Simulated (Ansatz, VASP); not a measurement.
**CuO in VASP and in Ansatz**

INCAR

```
SYSTEM = CuO
ALGO = Normal
EDIFF = 1E-6
ENCUT = 1340
GGA = PE
GGA_COMPAT = .FALSE.
ISIF = 2
ISMEAR = -1
LASPH = .TRUE.
LCHARG = .TRUE.
LELF = .TRUE.
LREAL = .FALSE.
LVHAR = .TRUE.
LWAVE = .FALSE.
NBANDS = 33
NELM = 120
PREC = Accurate
SIGMA = 0.05
```

Contents of KPOINTS:

```
k-points
0
G
  6 6 3
  0 0 0
```

File POSCAR:

```
CuO
1.0
    2.3446497600     -1.7133998200      0.0000000000
    2.3446497600      1.7133998200      0.0000000000
   -0.8605499100      0.0000000000      5.0594394800
Cu O
2 2
Direct
    0.0032000000      0.4968000000      0.0000000000
    0.4968000000      0.0032000000      0.5000000000
    0.5714000000      0.4056000000      0.2537000000
    0.4056000000      0.5714000000      0.7537000000
```

Contents of input.yaml:

```yaml
crystal:
  lattice:
    - [2.34464976, -1.71339982, 0.0]
    - [2.34464976, 1.71339982, 0.0]
    - [-0.86054991, 0.0, 5.05943948]
  atoms:
    - { symbol: Cu, position: [0.0032, 0.4968, 0.0] }
    - { symbol: Cu, position: [0.4968, 0.0032, 0.5] }
    - { symbol: O, position: [0.5714, 0.4056, 0.2537] }
    - { symbol: O, position: [0.4056, 0.5714, 0.7537] }
hamiltonian:
  xc: pbe
  pseudopotentials: { kind: paw }
kpoints:
  mp_grid: { grid: [6, 6, 3] }
  band_path:
    path:
      - [[0.0, 0.0, 0.0], [-0.5, -0.5, 0.0], [-0.5249461988, -0.5249461988, 0.3256423996], [-0.5, -0.5, 0.5], [-0.6336779992, -0.3663220008, 0.5]]
      - [[-0.3663220008, 0.3663220008, 0.5], [0.0, 0.0, 0.5], [-0.4750538012, -0.4750538012, 0.6743576004]]
      - [[-0.5, -0.5, 0.0], [-0.612631459, -0.387368541, 0.0]]
      - [[-0.387368541, 0.387368541, 0.0], [0.0, 0.0, 0.0], [-0.5, 0.0, 0.0]]
      - [[-0.5, 0.0, 0.5], [0.0, 0.0, 0.0]]
    npoints: 14
scf:
  occupations: { method: fermi_dirac, width: 0.05 }
  n_extra_bands: 10
output:
  forces: true
  stress: true
  eigenvalues: true
  fatbands: false
```

Alike in both runs: functional PBE; k mesh 6 × 6 × 3; occupations fermi-dirac, width 0.05 eV; no spin polarisation.

|  | VASP | Ansatz |
| --- | --- | --- |
| version | VASP 6.6.1 | Ansatz 0.2.0 |
| potentials or method | VASP PAW PBE potentials, release 64 (Cu_sv_GW, O_h) | Ansatz PAW |
| plane-wave cutoff (eV) | 1340 | 420 |
| valence electrons in the cell | 50 | 50 |
| task | single point | band structure |

```csv
,VASP,Ansatz,Ansatz less VASP
gap on the k mesh at the Fermi level (eV),none,none,-
pressure (GPa),5.4,5.8,+0.41
"traceless stress, the component that is largest in VASP (GPa)",-1.75,-1.71,+0.040
rms of the force components (eV/Å),0.423,0.420,-0.0022
```

Atom by atom the forces differ by 0.004 eV/Å (rms over components). A gap of «none» marks a metal or a gap that the smearing closes.

The k mesh is coarse, so the values compare programs but aren't converged.
